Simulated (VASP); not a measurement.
# Zr2B3 in VASP: notebook

Zr2B3 is run at these levels: PBE; tasks: single point, relaxation of cell and atoms.

Program: VASP 6.6.1. These are calculated values, not measurements. Logs are shortened: lines on timing, memory, paths and dates and some standing lists are left out, and cuts for length are marked.

**1. The cell of the first run**

The structure is hexagonal, space group P6/mmm (No. 191). The conventional cell has a = 5.549 Å, b = 5.549 Å, c = 3.625 Å, α = 90.00°, β = 90.00°, γ = 120.00°. Zr (site symmetry -6m2) has 6 B at 2.42 Å and 3 Zr at 3.20 Å within 3.3 Å. Within 3.2 Å of B (site symmetry mmm) lie 4 Zr at 2.42 Å and 4 B at 2.77 Å.

The cell was generated, and may not be a known phase.

**2. Single point, PBE**

INCAR

```
SYSTEM = Zr2B3
PREC = Accurate ; ENCUT = 520
EDIFF = 1E-7 ; ISMEAR = 0
SIGMA = 0.1 ; LREAL = .False.
LASPH = .True. ; NELM = 80
ALGO = Normal ; ISIF = 2
LWAVE = .False. ; LCHARG = .False.
GGA = PE ; NBANDS = 24
```

KPOINTS

```
Automatic mesh
0
Gamma
  6 6 6
  0 0 0
```

POSCAR

```
Zr2B3
1.0
    5.5485803998      0.0000000000      0.0000000000
   -2.7742901999      4.8052115811      0.0000000000
    0.0000000000      0.0000000000      3.6245247713
Zr B
2 3
Direct
    0.3333333333      0.6666666667      0.5000000000
    0.6666666667      0.3333333333      0.5000000000
    0.5000000000      0.0000000000      0.0000000000
    0.0000000000      0.5000000000      0.0000000000
    0.5000000000      0.5000000000      0.0000000000
```

Potentials or basis: VASP PAW PBE potentials, release 64 (Zr_sv, B).

Launch:

```bash
$ cat potpaw_PBE.64/Zr_sv/POTCAR potpaw_PBE.64/B/POTCAR > POTCAR
$ mpirun -np 1 vasp_std > vasp.out
```

OUTCAR:

```text
SYSTEM = Zr2B3
   PREC = Accurate
   ENCUT = 520
   EDIFF = 1E-7
   ISMEAR = 0
   LREAL = .False.
   LASPH = .True.
   NELM = 80
   ISIF = 2
   GGA = PE

 ion  position               nearest neighbor table
   1  0.333  0.667  0.500-   3 2.42   3 2.42   4 2.42   4 2.42   5 2.42   5 2.42   2 3.20   2 3.20
                             2 3.20
   2  0.667  0.333  0.500-   3 2.42   3 2.42   4 2.42   4 2.42   5 2.42   5 2.42   1 3.20   1 3.20
                             1 3.20
   3  0.500  0.000  0.000-   1 2.42   2 2.42   1 2.42   2 2.42
   4  0.000  0.500  0.000-   1 2.42   2 2.42   1 2.42   2 2.42
   5  0.500  0.500  0.000-   1 2.42   2 2.42   1 2.42   2 2.42

  LATTYP: Found a hexagonal cell.
 ALAT       =     5.5485803998
 C/A-ratio  =     0.6532346132

  Lattice vectors:

 A1 = (   5.5485803998,   0.0000000000,   0.0000000000)
 A2 = (  -2.7742901999,   4.8052115811,   0.0000000000)
 A3 = (   0.0000000000,   0.0000000000,   3.6245247713)

Analysis of symmetry for initial positions (statically):
=====================================================================
 Subroutine PRICEL returns:
 Original cell was already a primitive cell.

 Routine SETGRP: Setting up the symmetry group for a
 hexagonal supercell.

 Subroutine GETGRP returns: Found 24 space group operations
 (whereof 24 operations were pure point group operations)
 out of a pool of 24 trial point group operations.

The static configuration has the point symmetry D_6h.

Analysis of symmetry for dynamics (positions and initial velocities):
=====================================================================
 Subroutine PRICEL returns:
 Original cell was already a primitive cell.

 Routine SETGRP: Setting up the symmetry group for a
 hexagonal supercell.

 Subroutine GETGRP returns: Found 24 space group operations
 (whereof 24 operations were pure point group operations)
 out of a pool of 24 trial point group operations.

The dynamic configuration has the point symmetry D_6h.

 Subroutine INISYM returns: Found 24 space group operations
 (whereof 24 operations are pure point group operations),
 and found     1 'primitive' translations

----------------------------------------------------------------------------------------

                                     Primitive cell

  volume of cell :      96.6375

  direct lattice vectors                    reciprocal lattice vectors
     5.548580400  0.000000000  0.000000000     0.180226279  0.104053691  0.000000000
    -2.774290200  4.805211581  0.000000000     0.000000000  0.208107382  0.000000000
     0.000000000  0.000000000  3.624524771     0.000000000  0.000000000  0.275898239

  length of vectors
     5.548580400  5.548580400  3.624524771     0.208107382  0.208107382  0.275898239

  position of ions in fractional coordinates (direct lattice)
     0.333333333  0.666666667  0.500000000
     0.666666667  0.333333333  0.500000000
     0.500000000  0.000000000  0.000000000
     0.000000000  0.500000000  0.000000000
     0.500000000  0.500000000  0.000000000

  ion indices of the primitive-cell ions
   primitive index   ion index
                 1           1
                 2           2
                 3           3
                 4           4
                 5           5

----------------------------------------------------------------------------------------

 KPOINTS: Automatic mesh

Automatic generation of k-mesh.
 Grid dimensions read from file:
 generate k-points for:    6    6    6

 Generating k-lattice:

  Cartesian coordinates                     Fractional coordinates (reciprocal lattice)
     0.030037713  0.017342282  0.000000000     0.166666667  0.000000000  0.000000000
     0.000000000  0.034684564  0.000000000     0.000000000  0.166666667  0.000000000
     0.000000000  0.000000000  0.045983040     0.000000000  0.000000000  0.166666667

  Length of vectors
     0.034684564  0.034684564  0.045983040

  Shift w.r.t. Gamma in fractional coordinates (k-lattice)
     0.000000000  0.000000000  0.000000000

 Subroutine IBZKPT returns following result:
 ===========================================

 Found     28 irreducible k-points:

 Following reciprocal coordinates:
            Coordinates               Weight
  0.000000  0.000000  0.000000      1.000000
  0.166667  0.000000  0.000000      6.000000
  0.333333  0.000000  0.000000      6.000000
  0.500000  0.000000  0.000000      3.000000
  0.166667  0.166667  0.000000      6.000000
  0.333333  0.166667  0.000000     12.000000
[... 16 lines left out ...]
  0.166667  0.000000  0.500000      6.000000
  0.333333  0.000000  0.500000      6.000000
 [... further k-points ...]
   k-points           NKPTS =     28   k-points in BZ     NKDIM =     28   number of bands    NBANDS=     24
   number of dos      NEDOS =    301   number of ions     NIONS =      5
   total plane-waves  NPLWV =  49392
   dimension x,y,z NGX =    42 NGY =   42 NGZ =   28
[... 24 lines left out ...]
   PSTRESS=    0.0 pullay stress
   NELECT =      33.0000    total number of electrons
   NUPDOWN=      -1.0000    fix difference up-down
   EMIN   =  10.00;   EMAX   =-10.00  energy-range for DOS
   EFERMI =   0.00;   METHOD = LEGACY
   ISMEAR =     0;   SIGMA  =   0.10  broadening in eV -4-tet -1-fermi 0-gaus
   EFERMI_NEDOS =   21; number of points for ismear=-14 and -15
   IALGO  =     38    algorithm
   IMIX   =      4    mixing-type and parameters
     AMIX     =   0.40;   BMIX     =  1.00
     AMIX_MAG =   1.60;   BMIX_MAG =  1.00
  volume/ion in A,a.u.               =      19.33       130.43
  Fermi-wavevector in a.u.,A,eV,Ry     =   1.144277  2.162369 17.815044  1.309369
  Thomas-Fermi vector in A             =   2.280969
   LORBIT       =      0    0 simple, 1 ext, 2 COOP (PROOUT), +10 PAW based schemes
   GGA     = PE    functional components
   LHFCALC =     F    Hartree Fock is set to
   AEXX    =    0.0000 exact exchange contribution
   IVDW    =     0    specifies the selected vdW correction
   LEPSILON=     F    determine dielectric tensor
   LRPA    =     F    only Hartree local field effects (RPA)
 non-spin polarized calculation
 Gauss-broadening in eV      SIGMA  =   0.10
  energy-cutoff  :      520.00
  volume of cell :       96.64
 maximum number of plane-waves:      2614
 NGX is ok and might be reduce to    42
   NGX = 21   NGY = 21   NGZ = 13

 number of electron      32.9999999 magnetization

 Free energy of the ion-electron system (eV)
  ---------------------------------------------------
  ext. energy  EPLUGINS =         0.00000000
  ---------------------------------------------------
  free energy    TOTEN  =       -33.65161393 eV

  energy without entropy =      -33.62780452  energy(sigma->0) =      -33.63970923

 E-fermi :   3.5053     XC(G=0):  -9.2799

 val. band max:        3.5038249966   @ k =   0.1667   0.0000   0.0000
 cond. band min:       3.5068727066   @ k =   0.1667   0.1667   0.0000
 fundamental gap:      0.0030477101
 Fermi energy:         3.5052757516

 k-point     1 :       0.0000    0.0000    0.0000
  band No.  band energies     occupation
      1     -43.8792      2.00000
      2     -43.8046      2.00000
      3     -22.1692      2.00000
      4     -22.1692      2.00000
      5     -21.9000      2.00000
      6     -21.7926      2.00000
[... 16 lines left out ...]
     23       7.2172      0.00000
     24       7.2172      0.00000

 k-point     2 :       0.1667    0.0000    0.0000
  band No.  band energies     occupation
      1     -43.8749      2.00000
      2     -43.8091      2.00000
      3     -22.1767      2.00000
      4     -22.1508      2.00000
      5     -21.8930      2.00000
      6     -21.8120      2.00000
[... 16 lines left out ...]
     23       7.3402      0.00000
     24       7.8080      0.00000

 k-point     3 :       0.3333    0.0000    0.0000
  band No.  band energies     occupation
      1     -43.8636      2.00000
      2     -43.8205      2.00000
      3     -22.1909      2.00000
      4     -22.1058      2.00000
      5     -21.8747      2.00000
      6     -21.8591      2.00000
[... 16 lines left out ...]
     23       7.6443      0.00000
     24       8.9681      0.00000
[... 514 lines left out ...]
 k-point    23 :       0.1667    0.0000    0.5000
  band No.  band energies     occupation
      1     -43.8625      2.00000
      2     -43.7966      2.00000
      3     -22.1507      2.00000
      4     -22.1275      2.00000
      5     -22.1251      2.00000
      6     -22.0101      2.00000
[... 16 lines left out ...]
     23       8.5077      0.00000
     24       9.0037      0.00000

 k-point    24 :       0.3333    0.0000    0.5000
  band No.  band energies     occupation
      1     -43.8512      2.00000
      2     -43.8080      2.00000
      3     -22.1640      2.00000
      4     -22.1074      2.00000
      5     -22.0792      2.00000
      6     -22.0305      2.00000
[... 16 lines left out ...]
     23       8.1903      0.00000
     24       8.4733      0.00000

 [... further k-points ...]
[... 5 lines left out ...]
  --------------------------------------------------------------------------------------
  -------------------------------------------------------------------------------------
  Total        0.0023739      0.0023739     -0.1599855      0.0000000     -0.0000000      0.0000000
  in kB        0.0393573      0.0393573     -2.6524417      0.0000000     -0.0000000      0.0000000
  external PRESSURE =      -0.8579090 kB  Pullay stress =       0.0000000 kB

 VOLUME and BASIS-vectors are now :
 -----------------------------------------------------------------------------
  energy-cutoff  :      520.00
  volume of cell :       96.64
      direct lattice vectors                 reciprocal lattice vectors
     5.548580400  0.000000000  0.000000000     0.180226279  0.104053691  0.000000000
    -2.774290200  4.805211581  0.000000000     0.000000000  0.208107382  0.000000000
     0.000000000  0.000000000  3.624524771     0.000000000  0.000000000  0.275898239

 POSITION                                       TOTAL-FORCE (eV/Angst)
 -----------------------------------------------------------------------------------
     -0.00000      3.20347      1.81226        -0.000000     -0.000000     -0.000000
      2.77429      1.60174      1.81226         0.000000     -0.000000      0.000000
      2.77429      0.00000      0.00000         0.000000      0.000000     -0.000000
     -1.38715      2.40261      0.00000         0.000000      0.000000     -0.000000
      1.38715      2.40261      0.00000         0.000000      0.000000     -0.000000
 -----------------------------------------------------------------------------------
    total drift:                                0.000000      0.000000     -0.000000

  FREE ENERGIE OF THE ION-ELECTRON SYSTEM (eV)
  ---------------------------------------------------
  free  energy   TOTEN  =       -33.6516139344 eV

  energy  without entropy=      -33.6278045188  energy(sigma->0) =      -33.63970923
```

It took 2.4 min on 1 thread of Intel Xeon 8259CL, shared host; peak memory 0.24 GiB.

Results:

* Free energy: -33.6516 eV
* Pressure: -0.1 GPa
* Band gap on the k mesh: zero (an odd number of electrons rules out a gap without spin polarisation)

Stress tensor (GPa, compression positive):
```
 0.00  0.00  0.00
 0.00  0.00  0.00
 0.00  0.00 -0.27
```

Levels at points of the mesh, in eV from the Fermi level:
| k point | band 13 | band 14 | band 15 | band 16 | band 17 | band 18 | band 19 | band 20 | band 21 | band 22 |
| --- | --- | --- | --- | --- | --- | --- | --- | --- | --- | --- |
| (0.00, 0.00, 0.00) | -1.03 | -1.03 | -0.74 | -0.74 | -0.07 | 1.99 | 3.54 | 3.54 | 3.68 | 3.68 |
| (0.50, 0.00, 0.00) | -0.86 | -0.82 | -0.29 | -0.19 | -0.17 | 0.62 | 1.77 | 3.93 | 4.02 | 4.16 |
| (0.00, 0.00, 0.50) | -1.38 | -1.38 | -0.89 | -0.33 | -0.33 | 2.16 | 2.16 | 3.39 | 4.11 | 4.11 |
| (0.50, 0.00, 0.50) | -1.18 | -1.16 | -0.51 | -0.02 | 0.10 | 1.67 | 2.35 | 2.75 | 3.57 | 3.93 |

**3. Relaxation of cell and atoms, PBE**

This run uses another cell than the first one, of 12.57 Å³/atom.

INCAR

```
SYSTEM = Zr2B3
PREC     = Accurate       ! precision mode
ENCUT    = 600            ! plane-wave cutoff, eV
EDIFF    = 1E-6           ! SCF threshold, eV
ISMEAR   = 0              ! smearing method
SIGMA    = 0.1            ! smearing width, eV
LREAL    = .FALSE.        ! projectors in reciprocal space
LASPH    = .TRUE.         ! aspherical terms in the spheres
NELM     = 60             ! most SCF steps
ALGO     = Normal         ! electronic algorithm
ISIF     = 3              ! what is computed and relaxed
LWAVE    = .FALSE.        ! write WAVECAR
LCHARG   = .FALSE.        ! write CHGCAR
GGA      = PE             ! functional
IBRION   = 2              ! ionic algorithm
NSW      = 90             ! ionic steps
EDIFFG   = -0.04          ! ionic threshold
```

KPOINTS

```
regular mesh
0
G
  6 6 4
  0 0 0
```

POSCAR

```
Zr2B3
1.0
    4.0502077400      0.0000000000      0.0000000000
   -2.0251038700      3.5075827900      0.0000000000
    0.0000000000      0.0000000000      4.4254018000
Zr B
2 3
Direct
    0.3333333300      0.6666666700      0.5000000000
    0.6666666700      0.3333333300      0.5000000000
    0.5099581800      0.0000000000      0.0000000000
    0.0000000000      0.5099581800      0.0000000000
    0.4900418200      0.4900418200      0.0000000000
```

Potentials or basis: VASP PAW PBE potentials, release 64 (Zr_sv, B).

Launch:

```bash
$ cat potpaw_PBE.64/Zr_sv/POTCAR potpaw_PBE.64/B/POTCAR > POTCAR
$ mpirun -np 1 vasp_std > vasp.out
```

It took 12 min on 1 thread of Intel Xeon 8259CL, shared host; peak memory 0.21 GiB.

Results (log left out):

| Item | Value |
| --- | --- |
| Free energy | -33.6511 eV |
| Relaxed volume | 19.30 Å³/atom |
| Relaxed cell | a = 5.562 Å, b = 5.562 Å, c = 3.601 Å, α = 90.00°, β = 90.00°, γ = 120.00° |
| Space group after relaxing (to 0.1 Å) | P6/mmm (No. 191) |
| Energy gained by relaxing | 534.0 meV/atom |
| Ionic steps | 22 |
| Pressure after relaxing | -0.1 GPa |
| Largest force after relaxing | 0.040 eV/Å |
| Band gap on the k mesh | zero (an odd number of electrons rules out a gap without spin polarisation) |

Forces on the atoms (eV/Å):
```
Zr   0.000  0.000  0.000
Zr   0.000  0.000  0.000
B    0.040  0.000  0.000
B   -0.020  0.034  0.000
B   -0.020 -0.034  0.000
```

Stress tensor (GPa, compression positive):
```
-0.04  0.00  0.00
 0.00 -0.04  0.00
 0.00  0.00 -0.25
```

Step by step:
```
step  energy change (eV)  largest force (eV/Å)  pressure (GPa)  volume (Å³)
   1              0.0000                0.2056           17.79        62.87
   2             -0.5295                0.1480           -5.30        76.41
   3             -0.5534                0.1571           -2.09        73.56
   4             -0.9133                0.0833            1.82        75.68
   5             -1.3944                0.0111           10.55        78.26
   6             -1.2424                0.0252           27.95        80.05
   7             -1.7908                0.0044           21.12        80.01
   8             -1.8783                0.0041           20.09        81.08
   9             -2.0579                0.0001           17.27        84.23
  10             -2.1521                0.0082           12.69        90.37
  11             -2.1069                0.0123           10.93        93.32
  12             -2.1364                0.0100           11.63        92.09
  13             -2.2582                0.0177           10.03        92.81
  14             -2.5165                0.0364            5.49        94.91
  15             -2.6495                0.0504           -2.44        98.91
  16             -2.6616                0.0493           -0.63        97.91
  17             -2.6622                0.0496           -0.94        98.07
  18             -2.6642                0.0483           -0.88        97.87
  19             -2.6680                0.0445           -0.68        97.27
  20             -2.6665                0.0373           -0.25        96.07
  21             -2.6689                0.0417           -0.54        96.82
  22             -2.6699                0.0397           -0.11        96.48
```

Final structure:
```
Zr B
1.0
     5.56220    0.00000    0.00000
    -2.78110    4.81701    0.00000
     0.00000    0.00000    3.60107
Zr B
2 3
Direct
  0.33333 0.66667 0.50000
  0.66667 0.33333 0.50000
  0.49514 0.00000 0.00000
  0.00000 0.49514 0.00000
  0.50486 0.50486 0.00000
```

Levels at points of the mesh, in eV from the Fermi level:
| k point | band 15 | band 16 | band 17 | band 18 | band 19 | band 20 |
| --- | --- | --- | --- | --- | --- | --- |
| (0.00, 0.00, 0.00) | -0.76 | -0.76 | -0.10 | 2.01 | 3.50 | 3.50 |
| (0.50, 0.00, 0.00) | -0.30 | -0.25 | -0.23 | 0.61 | 1.70 | 3.89 |
| (0.00, 0.00, 0.50) | -0.86 | -0.41 | -0.41 | 2.14 | 2.14 | 3.48 |
| (0.50, 0.00, 0.50) | -0.58 | -0.11 | 0.03 | 1.67 | 2.29 | 2.69 |

Caveat: the volume moved by over 15 % at a fixed basis, so the end points are rough.

**4. Single point, PBE**

This run uses another cell than the first one, of 19.40 Å³/atom.

INCAR

```
SYSTEM = Zr2B3
PREC = Accurate
ENCUT = 520
EDIFF = 1E-7
ISMEAR = 0
SIGMA = 0.1
LREAL = .FALSE.
LASPH = .TRUE.
NELM = 100
ALGO = Normal
ISIF = 2
LWAVE = .FALSE.
LCHARG = .FALSE.
GGA = PE
NBANDS = 24
```

KPOINTS

```
Automatic mesh
0
G
  12 12 10
  0 0 0
```

POSCAR

```
Zr2B3
1.0
    5.5818514440      0.0000000000      0.0000000000
   -2.7909257220      4.8340251507      0.0000000000
    0.0000000000      0.0000000000      3.5944649142
Zr B
2 3
Direct
    0.3333333333      0.6666666667      0.5000000000
    0.6666666667      0.3333333333      0.5000000000
    0.5000000000      0.0000000000      0.0000000000
    0.0000000000      0.5000000000      0.0000000000
    0.5000000000      0.5000000000      0.0000000000
```

Launch:

```bash
$ cat potpaw_PBE.64/Zr_sv/POTCAR potpaw_PBE.64/B/POTCAR > POTCAR
$ mpirun -np 1 vasp_std > vasp.out
```

It took 8.6 min on 1 thread of Intel Xeon 8259CL, shared host; peak memory 0.37 GiB.

Results (log left out):

| Item | Value |
| --- | --- |
| Free energy | -33.6553 eV |
| Pressure | 0.0 GPa |
| Band gap on the k mesh | zero (an odd number of electrons rules out a gap without spin polarisation) |

Levels at points of the mesh, in eV from the Fermi level:
```
           k point  band 14  band 15  band 16  band 17  band 18  band 19  band 20  band 21
(0.00, 0.00, 0.00)    -1.06    -0.70    -0.70    -0.05     2.06     3.54     3.54     3.65
(0.50, 0.00, 0.00)    -0.78    -0.25    -0.22    -0.21     0.66     1.71     3.91     4.01
(0.00, 0.00, 0.50)    -1.42    -0.81    -0.40    -0.40     2.17     2.17     3.57     4.00
(0.50, 0.00, 0.50)    -1.13    -0.56    -0.11     0.04     1.71     2.30     2.69     3.59
```

**5. Summary**

```tsv
task	cell	k mesh	cutoff (eV)	gap on the mesh (eV)	pressure (GPa)
single point	a = 5.549, b = 5.549, c = 3.625 Å, angles 90.0, 90.0, 120.0°, 5 atoms, atomic positions A	6 × 6 × 6	520	none	-0.1
relaxation of cell and atoms	relaxed from a = 4.050, b = 4.050, c = 4.425 Å, angles 90.0, 90.0, 120.0°, 5 atoms, atomic positions B	6 × 6 × 4	600	none	-0.1
single point	a = 5.582, b = 5.582, c = 3.594 Å, angles 90.0, 90.0, 120.0°, 5 atoms, atomic positions A	12 × 12 × 10	520	none	0.0
```

Alike in all rows: level PBE; potentials or basis VASP PAW PBE potentials, release 64 (Zr_sv, B); no spin polarisation; smearing gaussian 0.1 eV.

Caveats: the volume moved by over 15 % at a fixed basis, so the end points are rough (at least some runs).

Absolute energies hang on the potentials; compare differences alone.

The gap in the log of VASP goes by the Fermi energy; the results here count the filled bands.